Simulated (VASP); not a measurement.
**MoS2: single point with PBE+D3(BJ)**

MoS2:

```xyz
3
Lattice="3.2075 0.0000 0.0000 -1.6038 2.7778 0.0000 0.0000 0.0000 6.4064" Properties=species:S:1:pos:R:3 pbc="T T T"
Mo    0.0000    0.0000    0.0000
S     0.0000    1.8519    1.7516
S     0.0000    1.8519    4.6548
```

This cell differs from its parent crystal: c/a of the conventional cell at fixed volume 1.9973.

| Property | Result |
| --- | --- |
| Program | VASP 6.6.1 |
| Task | single point |
| Functional | PBE |
| Dispersion | D3(BJ) |
| Potentials or basis | VASP PAW PBE potentials, release 64 (Mo_sv, S) |
| Cutoff | 500 eV |
| k mesh | 12 × 12 × 4 |
| Occupations | gaussian, width 0.05 eV |
| Spin | no spin polarisation |

The pressure is -15.5 GPa and the largest force is 3.403 eV/Å. The band gap on the k mesh is 0.59 eV, indirect (least direct gap 1.35 eV) and the dispersion energy per atom is -0.396 eV.

Forces in eV/Å, atoms in the order of the input:
```
Mo   0.000  0.000  0.000
S    0.000  0.000 -3.403
S    0.000  0.000  3.403
```

Stress tensor (GPa, compression positive):
```
-11.99   0.00   0.00
  0.00 -11.99   0.00
  0.00   0.00 -22.48
```

Levels at points of the mesh, in eV from the valence-band top:
| k point | band 9 | band 10 | band 11 | band 12 | band 13 | band 14 | band 15 | band 16 | band 17 | band 18 |
| --- | --- | --- | --- | --- | --- | --- | --- | --- | --- | --- |
| (0.00, 0.00, 0.00) | -2.05 | -1.40 | -1.08 | -1.08 | -0.80 | 1.89 | 1.89 | 2.33 | 2.33 | 5.46 |
| (0.50, 0.00, 0.00) | -4.59 | -2.64 | -1.56 | -1.44 | -1.07 | 1.86 | 1.92 | 3.34 | 3.63 | 4.80 |
| (0.00, 0.00, 0.50) | -2.00 | -2.00 | -1.18 | -1.18 | 0.00 | 2.05 | 2.05 | 2.25 | 2.25 | 6.09 |
| (0.50, 0.00, 0.50) | -3.54 | -3.44 | -2.77 | -0.73 | -0.44 | 1.95 | 2.35 | 2.41 | 2.83 | 6.63 |

It took 71 s on 1 thread of AMD EPYC 7R13 Processor (Zen 3) (shared host), peak memory 0.18 GiB.

Caveat: forces of over 1 eV/Å act on the atoms, so gaps and moduli don't describe the material at rest. A k mesh can miss the band edges.
